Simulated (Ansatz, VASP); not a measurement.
GaN: VASP beside Ansatz

Contents of POSCAR:

```
GaN
1.0
    3.1830984299      0.0000000000      0.0000000000
   -1.5915492150      2.7566441030      0.0000000000
    0.0000000000      0.0000000000      5.1835962425
Ga N
2 2
Direct
    0.3333333333      0.6666666667      1.0087559176
    0.6666666667      0.3333333333      0.4894642916
    0.3333333333      0.6666666667      0.3767720059
    0.6666666667      0.3333333333      0.8750077849
```

INCAR.step1

```
SYSTEM = GaN
ALGO = Normal
EDIFF = 1E-4
ENCUT = 520
GGA = PE
ISMEAR = 0
LASPH = .TRUE.
LCHARG = .FALSE.
LREAL = .FALSE.
LWAVE = .TRUE.
NBANDS = 26
NELM = 80
PREC = Accurate
SIGMA = 0.05
```

File INCAR.step2:

```
SYSTEM = GaN
ALGO = Normal
EDIFF = 1E-6
ENCUT = 520
ISIF = 2
ISMEAR = 0
ISTART = 1
LASPH = .TRUE.
LCHARG = .FALSE.
LMIXTAU = .TRUE.
LREAL = .FALSE.
LWAVE = .FALSE.
METAGGA = R2SCAN
NBANDS = 26
NELM = 80
PREC = Accurate
SIGMA = 0.05
```

File KPOINTS:

```
k-points
0
G
  12 12 6
  0 0 0
```

Input for Ansatz:

```yaml
crystal:
  lattice:
    - [3.1830984299, 0.0, 0.0]
    - [-1.591549215, 2.756644103, 0.0]
    - [0.0, 0.0, 5.1835962425]
  atoms:
    - { symbol: Ga, position: [0.3333333333, 0.6666666667, 1.0087559176] }
    - { symbol: Ga, position: [0.6666666667, 0.3333333333, 0.4894642916] }
    - { symbol: "N", position: [0.3333333333, 0.6666666667, 0.3767720059] }
    - { symbol: "N", position: [0.6666666667, 0.3333333333, 0.8750077849] }
basis:
  ecutwfc: 500
kpoints:
  mp_grid: { grid: [12, 12, 6] }
hamiltonian:
  xc: r2scan
scf:
  occupations: { method: gaussian, width: 0.05 }
output:
  forces: true
  stress: true
  eigenvalues: true
  write_density: true
  write_potential: true
  elf: true
  volumetric_format: npy
```

Change from the starting cell: mode 6 (335.5 1/cm) frozen in, largest displacement +0.050 Å.

Alike in both runs: task single point; functional r2SCAN; k mesh 12 × 12 × 6; occupations gaussian, width 0.05 eV; no spin polarisation.

```csv
,VASP,Ansatz
version,VASP 6.6.1,Ansatz 0.2.0
potentials or method,"VASP PAW PBE potentials, release 64 (Ga_d, N), cutoff 520 eV","scalar-relativistic, plane waves, PAW"
valence electrons in the cell,36,36
```

|  | VASP | Ansatz | Ansatz less VASP |
| --- | --- | --- | --- |
| gap on the k mesh at the Fermi level (eV) | 2.21 | 2.22 | +0.010 |
| least direct gap on the mesh (eV) | 2.21 | 2.22 | +0.010 |
| pressure (GPa) | 1.5 | 0.3 | -1.14 |
| traceless stress, the component that is largest in VASP (GPa) | 0.15 | 0.19 | +0.039 |
| rms of the force components (eV/Å) | 0.611 | 0.592 | -0.0186 |

VASP's potentials were made for PBE, not for r2SCAN. Atom by atom the forces differ by 0.019 eV/Å (rms over components). The functional is the same, so the differences come from potentials, cutoffs and numerics.
